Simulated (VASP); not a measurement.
# LuH2 (Fm-3m) in VASP: further runs

The runs below take LuH2 through single point, with PBEsol.

Everything below comes from runs of VASP 6.6.1. Logs are shortened: lines on timing, memory, paths and dates and some standing lists are left out, and cuts for length are marked.

**1. The cell of the first run**

Symmetry: Fm-3m, No. 225, cubic system. The conventional cell has a = 5.066 Å, b = 5.066 Å, c = 5.066 Å, α = 90.00°, β = 90.00°, γ = 90.00°. Lu (site symmetry m-3m) has 8 H at 2.19 Å within 2.9 Å. Within 2.9 Å of H (site symmetry -43m) lie 4 Lu at 2.19 Å and 6 H at 2.53 Å.

**2. Single point, PBEsol (volume scaled by 1.02)**

File INCAR:

```
SYSTEM = LuH2
PREC     = Accurate       ! precision mode
ENCUT    = 520            ! plane-wave cutoff, eV
EDIFF    = 1E-6           ! SCF threshold, eV
ISMEAR   = -1             ! smearing method
SIGMA    = 0.05           ! smearing width, eV
LREAL    = .FALSE.        ! projectors in reciprocal space
LASPH    = .TRUE.         ! aspherical terms in the spheres
NELM     = 100            ! most SCF steps
ALGO     = Normal         ! electronic algorithm
ISIF     = 2              ! what is computed and relaxed
LWAVE    = .FALSE.        ! write WAVECAR
LCHARG   = .FALSE.        ! write CHGCAR
GGA      = PS             ! functional
NBANDS   = 20             ! bands
```

File KPOINTS:

```
regular mesh
0
G
  9 9 9
  0 0 0
```

File POSCAR:

```
LuH2
1.0
    0.0000000000      2.5331660486      2.5331660486
    2.5331660486      0.0000000000      2.5331660486
    2.5331660486      2.5331660486      0.0000000000
Lu H
1 2
Direct
    0.0000000000      0.0000000000      0.0000000000
    0.7500000000      0.7500000000      0.7500000000
    0.2500000000      0.2500000000      0.2500000000
```

Potentials or basis: VASP PAW PBE potentials, release 64 (Lu, H).

The run is started by

```console
cat potpaw_PBE.64/Lu/POTCAR potpaw_PBE.64/H/POTCAR > POTCAR
mpirun -np 1 vasp_std > vasp.out
```

OUTCAR:

```text
SYSTEM = LuH2
   PREC = Accurate
   ENCUT = 520
   EDIFF = 1E-6
   ISMEAR = -1
   LREAL = .FALSE.
   LASPH = .TRUE.
   NELM = 100
   ISIF = 2
   GGA = PS

 ion  position               nearest neighbor table
   1  0.000  0.000  0.000-   2 2.19   2 2.19   2 2.19   2 2.19   3 2.19   3 2.19   3 2.19   3 2.19

   2  0.750  0.750  0.750-   1 2.19   1 2.19   1 2.19   1 2.19
   3  0.250  0.250  0.250-   1 2.19   1 2.19   1 2.19   1 2.19

  LATTYP: Found a face centered cubic cell.
 ALAT       =     5.0663320972

  Lattice vectors:

 A1 = (   0.0000000000,   2.5331660486,   2.5331660486)
 A2 = (   2.5331660486,   0.0000000000,   2.5331660486)
 A3 = (   2.5331660486,   2.5331660486,   0.0000000000)

Analysis of symmetry for initial positions (statically):
=====================================================================
 Subroutine PRICEL returns:
 Original cell was already a primitive cell.

 Routine SETGRP: Setting up the symmetry group for a
 face centered cubic supercell.

 Subroutine GETGRP returns: Found 48 space group operations
 (whereof 48 operations were pure point group operations)
 out of a pool of 48 trial point group operations.

The static configuration has the point symmetry O_h .

Analysis of symmetry for dynamics (positions and initial velocities):
=====================================================================
 Subroutine PRICEL returns:
 Original cell was already a primitive cell.

 Routine SETGRP: Setting up the symmetry group for a
 face centered cubic supercell.

 Subroutine GETGRP returns: Found 48 space group operations
 (whereof 48 operations were pure point group operations)
 out of a pool of 48 trial point group operations.

The dynamic configuration has the point symmetry O_h .

 Subroutine INISYM returns: Found 48 space group operations
 (whereof 48 operations are pure point group operations),
 and found     1 'primitive' translations

----------------------------------------------------------------------------------------

                                     Primitive cell

  volume of cell :      32.5103

  direct lattice vectors                    reciprocal lattice vectors
     0.000000000  2.533166049  2.533166049    -0.197381455  0.197381455  0.197381455
     2.533166049  0.000000000  2.533166049     0.197381455 -0.197381455  0.197381455
     2.533166049  2.533166049  0.000000000     0.197381455  0.197381455 -0.197381455

  length of vectors
[... 76 lines left out ...]
   ISTART =      0    job   : 0-new  1-cont  2-samecut
   ICHARG =      2    charge: 1-file 2-atom 10-const
   ISPIN  =      1    spin polarized calculation?
   LNONCOLLINEAR =      F non collinear calculations
   LSORBIT =      F    spin-orbit coupling
   LASPH  =      T    aspherical Exc in radial PAW
   ENCUT  =  520.0 eV  38.22 Ry    6.18 a.u.   6.66  6.66  6.66*2*pi/ulx,y,z
   NELM   =    100;   NELMIN=  2; NELMDL= -5     # of ELM steps
   EDIFF  = 0.1E-05   stopping-criterion for ELM
   LREAL  =      F    real-space projection
   EDIFFG = 0.1E-04   stopping-criterion for IOM
   NSW    =      0    number of steps for IOM
   IBRION =     -1    ionic relax: 0-MD 1-quasi-New 2-CG
   NFREE  =      0    steps in history (QN), initial steepest desc. (CG)
   ISIF   =      2    stress and relaxation
   ISYM   =      2    0-nonsym 1-usesym 2-fastsym
   POTIM  = 0.5000    time-step for ionic-motion
   TEBEG  =    0.0;   TEEND  =   0.0 temperature during run
   PSTRESS=    0.0 pullay stress
   NELECT =      27.0000    total number of electrons
   NUPDOWN=      -1.0000    fix difference up-down
   EMIN   =  10.00;   EMAX   =-10.00  energy-range for DOS
   EFERMI =   0.00;   METHOD = LEGACY
   ISMEAR =    -1;   SIGMA  =   0.05  broadening in eV -4-tet -1-fermi 0-gaus
   EFERMI_NEDOS =   21; number of points for ismear=-14 and -15
   IALGO  =     38    algorithm
   IMIX   =      4    mixing-type and parameters
     AMIX     =   0.40;   BMIX     =  1.00
     AMIX_MAG =   1.60;   BMIX_MAG =  1.00
  volume/ion in A,a.u.               =      10.84        73.13
  Fermi-wavevector in a.u.,A,eV,Ry     =   1.538825  2.907957 32.218336  2.367981
  Thomas-Fermi vector in A             =   2.645139
   LORBIT       =      0    0 simple, 1 ext, 2 COOP (PROOUT), +10 PAW based schemes
   GGA     = PS    functional components
   LHFCALC =     F    Hartree Fock is set to
   AEXX    =    0.0000 exact exchange contribution
   IVDW    =     0    specifies the selected vdW correction
   LEPSILON=     F    determine dielectric tensor
   LRPA    =     F    only Hartree local field effects (RPA)
 non-spin polarized calculation
  energy-cutoff  :      520.00
  volume of cell :       32.51
 maximum number of plane-waves:       895
   NGX = 13   NGY = 13   NGZ = 13

 number of electron      27.0000007 magnetization

 Free energy of the ion-electron system (eV)
  ---------------------------------------------------
  ext. energy  EPLUGINS =         0.00000000
  ---------------------------------------------------
  free energy    TOTEN  =       -13.66711437 eV

  energy without entropy =      -13.66028528  energy(sigma->0) =      -13.66369983

 E-fermi :   2.4337     XC(G=0): -11.0933

 val. band max:        2.4268039303   @ k =  -0.3333   0.2222   0.0000
 cond. band min:       2.5180827391   @ k =  -0.4444   0.2222   0.1111
 fundamental gap:      0.0912788088
 Fermi energy:         2.4336643175

 k-point     1 :       0.0000    0.0000    0.0000
  band No.  band energies     occupation
      1     -53.7500      2.00000
      2     -24.2687      2.00000
      3     -24.2687      2.00000
      4     -24.2687      2.00000
      5      -6.7467      2.00000
      6      -2.7866      2.00000
[... 541 lines left out ...]
     19       9.7234      0.00000
     20       9.7234      0.00000

 [... further k-points ...]
[... 5 lines left out ...]
  --------------------------------------------------------------------------------------
  -------------------------------------------------------------------------------------
  Total       -1.1028225     -1.1028225     -1.1028225      0.0000000      0.0000000     -0.0000000
  in kB      -54.3494588    -54.3494588    -54.3494588      0.0000000      0.0000000     -0.0000000
  external PRESSURE =     -54.3494588 kB  Pullay stress =       0.0000000 kB

 VOLUME and BASIS-vectors are now :
 -----------------------------------------------------------------------------
  energy-cutoff  :      520.00
  volume of cell :       32.51
      direct lattice vectors                 reciprocal lattice vectors
     0.000000000  2.533166049  2.533166049    -0.197381455  0.197381455  0.197381455
     2.533166049  0.000000000  2.533166049     0.197381455 -0.197381455  0.197381455
     2.533166049  2.533166049  0.000000000     0.197381455  0.197381455 -0.197381455

 POSITION                                       TOTAL-FORCE (eV/Angst)
 -----------------------------------------------------------------------------------
      0.00000      0.00000      0.00000         0.000000     -0.000000      0.000000
      3.79975      3.79975      3.79975        -0.000000      0.000000     -0.000000
      1.26658      1.26658      1.26658        -0.000000      0.000000      0.000000
 -----------------------------------------------------------------------------------
    total drift:                               -0.000000     -0.000000      0.000000

  FREE ENERGIE OF THE ION-ELECTRON SYSTEM (eV)
  ---------------------------------------------------
  free  energy   TOTEN  =       -13.6671143723 eV

  energy  without entropy=      -13.6602852843  energy(sigma->0) =      -13.66369983
```

stdout:

```text
POSCAR found type information on POSCAR LuH
 POSCAR found :  2 types and       3 ions
 scaLAPACK will be used
 -----------------------------------------------------------------------------
|                                                                             |
|                                                                             |
|     You enforced a specific xc type in the INCAR file but a different       |
|     I HOPE YOU KNOW WHAT YOU ARE DOING!                                     |
|                                                                             |
 -----------------------------------------------------------------------------

 LDA part: xc-table for (Slater+PW92), standard interpolation
 POSCAR, INCAR and KPOINTS ok, starting setup
 FFT: planning ... GRIDC
 FFT: planning ... GRID_SOFT
 FFT: planning ... GRID
 WAVECAR not read
 entering main loop
```

Run time: 18 s. Hardware: 1 thread of Intel Xeon Platinum 8488C (Sapphire Rapids), shared host; peak memory 0.18 GiB.

What came out:

| Item | Value |
| --- | --- |
| Free energy | -13.6671 eV |
| Pressure | -5.4 GPa |

Caveat: the PAW data sets were made with another functional, which shifts forces and pressure a little; spin-orbit coupling is left out, which moves the levels of the heavy elements.

**3. Single point, PBEsol (volume scaled by 1.04)**

File INCAR:

```
SYSTEM = LuH2
PREC = Accurate
ENCUT = 520
EDIFF = 1E-6
ISMEAR = -1
SIGMA = 0.05
LREAL = .FALSE.
LASPH = .TRUE.
NELM = 80
ALGO = Normal
ISIF = 2
LWAVE = .FALSE.
LCHARG = .FALSE.
GGA = PS
NBANDS = 20
```

File KPOINTS:

```
Automatic mesh
0
G
  9 9 9
  0 0 0
```

File POSCAR:

```
LuH2
1.0
    0.0000000000      2.5496156397      2.5496156397
    2.5496156397      0.0000000000      2.5496156397
    2.5496156397      2.5496156397      0.0000000000
Lu H
1 2
Direct
    0.0000000000      0.0000000000      0.0000000000
    0.7500000000      0.7500000000      0.7500000000
    0.2500000000      0.2500000000      0.2500000000
```

Potentials or basis: VASP PAW PBE potentials, release 64 (Lu, H).

The run is started by

```console
cat potpaw_PBE.64/Lu/POTCAR potpaw_PBE.64/H/POTCAR > POTCAR
mpirun -np 1 vasp_std > vasp.out
```

Run time: 18 s. Hardware: 1 thread of Intel Xeon Platinum 8488C (Sapphire Rapids), shared host; peak memory 0.18 GiB.

The run converged. Its results:

```
Free energy : -13.6436 eV
Pressure    : -6.9 GPa
```

Levels at points of the mesh, in eV from the Fermi level:
```
           k point  band 11  band 12  band 13  band 14  band 15  band 16
(0.00, 0.00, 0.00)    -4.93    -4.93    -0.50     1.35     1.35     1.35
```

Caveat: the PAW data sets were made with another functional, which shifts forces and pressure a little; spin-orbit coupling is left out, which moves the levels of the heavy elements.

**4. Single point, PBEsol (volume scaled by 1.06)**

INCAR is that of step 3.

File KPOINTS:

```
regular mesh
0
G
  9 9 9
  0 0 0
```

File POSCAR:

```
LuH2
1.0
    0.0000000000      2.5658556676      2.5658556676
    2.5658556676      0.0000000000      2.5658556676
    2.5658556676      2.5658556676      0.0000000000
Lu H
1 2
Direct
    0.0000000000      0.0000000000      0.0000000000
    0.7500000000      0.7500000000      0.7500000000
    0.2500000000      0.2500000000      0.2500000000
```

The run is started by

```console
cat potpaw_PBE.64/Lu/POTCAR potpaw_PBE.64/H/POTCAR > POTCAR
mpirun -np 1 vasp_std > vasp.out
```

Run time: 16 s. Hardware: 1 thread of Intel Xeon Platinum 8488C (Sapphire Rapids), shared host; peak memory 0.18 GiB.

Results (log left out):

```yaml
Free_energy: -13.6146 eV
Pressure: -8.2 GPa
```

Levels at points of the mesh, in eV from the Fermi level:
```tsv
k point	band 9	band 10	band 11	band 12	band 13	band 14	band 15	band 16	band 17	band 18
(0.00, 0.00, 0.00)	-5.05	-5.00	-5.00	-5.00	-0.55	1.33	1.33	1.33	3.98	3.98
```

Caveat: the PAW data sets were made with another functional, which shifts forces and pressure a little; spin-orbit coupling is left out, which moves the levels of the heavy elements.

**5. The runs side by side**

| cell | gap on the mesh (eV) | pressure (GPa) |
| --- | --- | --- |
| a = 3.582 Å, angles 60.0°, 3 atoms | none | -5.4 |
| a = 3.606 Å, angles 60.0°, 3 atoms | none | -6.9 |
| a = 3.629 Å, angles 60.0°, 3 atoms | none | -8.2 |

Alike in all rows: task single point; level PBEsol; potentials or basis VASP PAW PBE potentials, release 64 (Lu, H); no spin polarisation; k mesh 9 × 9 × 9; cutoff (eV) 520; smearing fermi-dirac 0.05 eV.

Caveats: the PAW data sets were made with another functional, which shifts forces and pressure a little; spin-orbit coupling is left out, which moves the levels of the heavy elements.

Total energies depend on the potentials used, so only differences within one code and one set of settings carry meaning.
